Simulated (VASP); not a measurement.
Pt2I, 3 atoms in the cell. The structure is tetragonal, space group I4/mmm (No. 139). Conventional cell: a = 3.656 Å, b = 3.656 Å, c = 8.600 Å, α = 90.00°, β = 90.00°, γ = 90.00°. Pt (site symmetry 4mm) has 5 I at 2.76 to 3.01 Å and 9 Pt at 2.86 to 3.66 Å within 3.7 Å. I (site symmetry 4/mmm) has 10 Pt at 2.76 to 3.01 Å and 4 I at 3.66 Å within 3.7 Å. 

| Property | Result |
| --- | --- |
| Program | VASP 6.6.1 |
| Task | single point |
| Functional | PBE |
| Potentials or basis | VASP PAW PBE potentials, release 64 (Pt, I) |
| Cutoff | 520 eV |
| k mesh | 18 × 18 × 18 |
| Occupations | gaussian, width 0.1 eV |
| Spin | no spin polarisation |
| Dipole correction | no |
| Further INCAR settings | ALGO = Fast; EDIFF = 1e-06; NBANDS = 20 |

Potentials or basis: VASP PAW PBE potentials, release 64 (Pt, I).

Command:

```bash
$ cat potpaw_PBE.64/Pt/POTCAR potpaw_PBE.64/I/POTCAR > POTCAR
$ mpirun -np 1 vasp_std > vasp.out
```

Hardware: 1 thread of Oxide Virtual Turin-like Processor, on a shared host.

Estimate the wall time of this run.

Wall time 23 min on 1 thread of Oxide Virtual Turin-like Processor, with other jobs on the host, peak memory 0.63 GiB. Counts: scf iterations 13, k points 480.
